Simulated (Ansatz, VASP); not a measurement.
## Two plane-wave programs on Ta4O

```
Ta O
1.0
     5.65422    0.00000    0.00000
    -2.82711    4.89670    0.00000
     0.00000    0.00000    3.82877
Ta O
4 1
Direct
  0.50000 0.00000 0.50000
  0.00000 0.50000 0.50000
  0.50000 0.50000 0.50000
  0.00000 0.00000 0.50000
  0.00000 0.00000 0.00000
```

Alike in both runs: functional PBE; k mesh 12 × 12 × 10; occupations gaussian, width 0.1 eV; no spin polarisation.

Ansatz relaxed the structure, and its values are those at the end. VASP's run is a single point on that final structure, the one shown.

|  | VASP | Ansatz |
| --- | --- | --- |
| version | VASP 6.6.1 | Ansatz 0.2.0 |
| potentials or method | VASP PAW PBE potentials, release 64 (Ta_pv, O), cutoff 520 eV | scalar-relativistic, plane waves, PAW |
| valence electrons in the cell | 50 | 58 |

VASP gave:

| Quantity | Value |
| --- | --- |
| gap on the k mesh at the Fermi level (eV) | none |
| pressure (GPa) | 0.2 |

Estimate Ansatz's values.

gap on the k mesh at the Fermi level (eV): none; pressure (GPa): 0.0.

A gap of «none» marks a metal or a gap that the smearing closes. VASP's potentials hold 50 valence electrons a cell and Ansatz's 58, so a difference there can come from the potentials and not from the codes.

Spin-orbit coupling is off throughout.
